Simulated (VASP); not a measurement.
Wanted: the native input for a VASP 6.6.1 run.

| Property | Result |
| --- | --- |
| Task | relaxation of cell and atoms |
| Functional | PBE |
| Potentials or basis | VASP PAW PBE potentials, release 64 (Cu, Sb) |
| Cutoff | 600 eV |
| k mesh | 6 × 6 × 2 |
| Occupations | gaussian, width 0.1 eV |
| Spin | no spin polarisation |
| Dipole correction | no |
| Further INCAR settings | ALGO = Normal; EDIFF = 1e-06; IBRION = 2; EDIFFG = -0.04; NSW = 90; ISIF = 3 |

The structure of Cu2Sb3 lies in POSCAR:

```
Cu2Sb3
1.0
    3.3373514600      0.0000000000      0.0000000000
   -1.6686757300      2.8902311500      0.0000000000
    0.0000000000      0.0000000000      7.9833088500
Cu Sb
2 3
Direct
    0.3333333300      0.6666666700      0.5000000000
    0.6666666700      0.3333333300      0.5000000000
    0.5000000000      0.0000000000      0.0000000000
    0.0000000000      0.5000000000      0.0000000000
    0.5000000000      0.5000000000      0.0000000000
```

The cell was generated, and may not be a known phase.

One way to write it, as run:

INCAR

```
SYSTEM = Cu2Sb3
PREC     = Accurate       ! precision mode
ENCUT    = 600            ! plane-wave cutoff, eV
EDIFF    = 1E-6           ! SCF threshold, eV
ISMEAR   = 0              ! smearing method
SIGMA    = 0.1            ! smearing width, eV
LREAL    = .FALSE.        ! projectors in reciprocal space
LASPH    = .TRUE.         ! aspherical terms in the spheres
NELM     = 60             ! most SCF steps
ALGO     = Normal         ! electronic algorithm
ISIF     = 3              ! what is computed and relaxed
LWAVE    = .FALSE.        ! write WAVECAR
LCHARG   = .FALSE.        ! write CHGCAR
GGA      = PE             ! functional
IBRION   = 2              ! ionic algorithm
NSW      = 90             ! ionic steps
EDIFFG   = -0.04          ! ionic threshold
```

KPOINTS

```
regular mesh
0
G
  6 6 2
  0 0 0
```

Potentials or basis: VASP PAW PBE potentials, release 64 (Cu, Sb).

The run is started by

```console
$ cat potpaw_PBE.64/Cu/POTCAR potpaw_PBE.64/Sb/POTCAR > POTCAR
$ mpirun -np 1 vasp_std > vasp.out
```

It gave:

| Item | Value |
| --- | --- |
| Relaxed volume | 25.82 Å³/atom |
| Relaxed cell | a = 5.572 Å, b = 5.572 Å, c = 4.802 Å, α = 90.00°, β = 90.00°, γ = 120.00° |
| Space group after relaxing (to 0.1 Å) | P6/mmm (No. 191) |
| Pressure after relaxing | 0.0 GPa |
| Band gap on the k mesh | zero (an odd number of electrons rules out a gap without spin polarisation) |

Caveat: the k points lie up to 0.65 Å⁻¹ apart in the final cell, too coarse for converged energies and pressures of a metal; the volume moved by over 15 % at a fixed basis, so the end points are rough; spin-orbit coupling is left out, which moves the levels of the heavy elements.

Run time: 31 min on 1 thread of Intel Xeon 8259CL, on a shared host, peak memory 0.24 GiB.
